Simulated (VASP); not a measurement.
Runs of VASP 6.6.1 on KTaO3. The structure is that of space group Pm-3m (No. 221), or close to it. The cells are those of the table. 

```tsv
cell	gap on the mesh (eV)	pressure (GPa)
a = 3.913 Å, 5 atoms	2.20	13.6
a = 3.928, b = 3.928, c = 3.774 Å, 5 atoms	2.18	22.3
a = 4.055 Å, 5 atoms	(a)	(b)
a = 4.089 Å, 5 atoms	1.93	-12.7
a = 4.075, b = 4.075, c = 3.914 Å, 5 atoms	1.96	-3.8
a = 3.985 Å, 5 atoms	2.09	0.7
a = 3.897, b = 3.897, c = 4.057 Å, 5 atoms	2.10	7.4
a = 3.861, b = 3.861, c = 4.019 Å, 5 atoms	2.16	14.3
```

Alike in all rows: task single point; level PBEsol; potentials or basis VASP PAW PBE potentials, release 64 (K_sv, Ta_pv, O); no spin polarisation; k mesh 8 × 8 × 8; cutoff (eV) 520; smearing gaussian 0.05 eV.

Task: Fill in the values left out.

Result: (a) 1.98; (b) -8.8.

Caveats: the PAW data sets were made with another functional, which shifts forces and pressure a little; spin-orbit coupling is left out, which moves the levels of the heavy elements.

A k mesh can miss the band edges, and the runs leave out spin-orbit coupling on Ta.
